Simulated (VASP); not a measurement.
Rb3TeI, 5 atoms in the cell. The structure is cubic, space group Pm-3m (No. 221). Conventional cell: a = 6.506 Å, b = 6.506 Å, c = 6.506 Å, α = 90.00°, β = 90.00°, γ = 90.00°. Within 4.3 Å of Te (site symmetry m-3m) lie 6 Rb at 3.25 Å. Within 4.3 Å of Rb (site symmetry 4/mmm) lie 2 Te at 3.25 Å. 

* Program: VASP 6.6.1
* Task: elastic constants
* Functional: LDA
* Potentials or basis: VASP PAW LDA potentials, release 64 (I, Te, Rb_sv)
* Cutoff: 600 eV
* k mesh: 4 × 4 × 4
* Occupations: gaussian, width 0.01 eV
* Spin: no spin polarisation
* Dipole correction: no
* Ions in elastic constants: relaxed
* Further INCAR settings: ALGO = Normal; EDIFF = 1e-08; NBANDS = 28; IBRION = 6; POTIM = 0.015; NSW = 1; ISIF = 3

Potentials or basis: VASP PAW LDA potentials, release 64 (I, Te, Rb_sv).

Command:

```console
$ cat potpaw_LDA.64/I/POTCAR potpaw_LDA.64/Te/POTCAR potpaw_LDA.64/Rb_sv/POTCAR > POTCAR
$ mpirun -np 2 vasp_std > vasp.out
```

Hardware: 2 MPI ranks on Intel(R) Xeon(R) 6975P-C (Granite Rapids) (shared host).

How long does it take, and how much memory?

Run time: 17 min on 2 MPI ranks on Intel(R) Xeon(R) 6975P-C (Granite Rapids), with other jobs on the host, peak memory 0.62 GiB a rank. Counts: scf iterations 235, k points 10.
